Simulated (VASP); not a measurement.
Set up this calculation in VASP 6.6.1, as the native input.

```yaml
Task: single point
Functional: RPBE
Potentials_or_basis: VASP PAW PBE potentials, release 64 (Rh_pv)
Cutoff: 520 eV
k_mesh: 16 × 16 × 16
Occupations: fermi-dirac, width 0.1 eV
Spin: no spin polarisation
Dipole_correction: no
Further_INCAR_settings: ALGO = Normal; EDIFF = 1e-06; NBANDS = 14
```

The structure of Rh lies in POSCAR:

```
Rh
1.0
   -1.5039293437      1.5039293437      1.5039293437
    1.5039293437     -1.5039293437      1.5039293437
    1.5039293437      1.5039293437     -1.5039293437
Rh
1
Direct
    0.0000000000      0.0000000000      0.0000000000
```

This cell differs from its parent crystal: volume scaled by 0.92.

One way to write it, as run:

INCAR

```
PREC = Accurate
ENCUT = 520
EDIFF = 1E-6
ISMEAR = -1
SIGMA = 0.1
LREAL = F
LASPH = T
NELM = 60
ALGO = Normal
ISIF = 2
LWAVE = F
LCHARG = F
GGA = RP
NBANDS = 14
```

KPOINTS

```
regular mesh
0
Gamma
  16 16 16
```

Potentials or basis: VASP PAW PBE potentials, release 64 (Rh_pv).

The run is started by

```console
$ cat potpaw_PBE.64/Rh_pv/POTCAR > POTCAR
$ mpirun -np 1 vasp_std > vasp.out
```

Results of the run:

| Item | Value |
| --- | --- |
| Pressure | 22.2 GPa |

Caveat: the PAW data sets were made with another functional, which shifts forces and pressure a little.

Wall time 15 s on 1 thread of Intel(R) Xeon(R) Platinum 8488C (Sapphire Rapids) (shared host), peak memory 0.14 GiB.
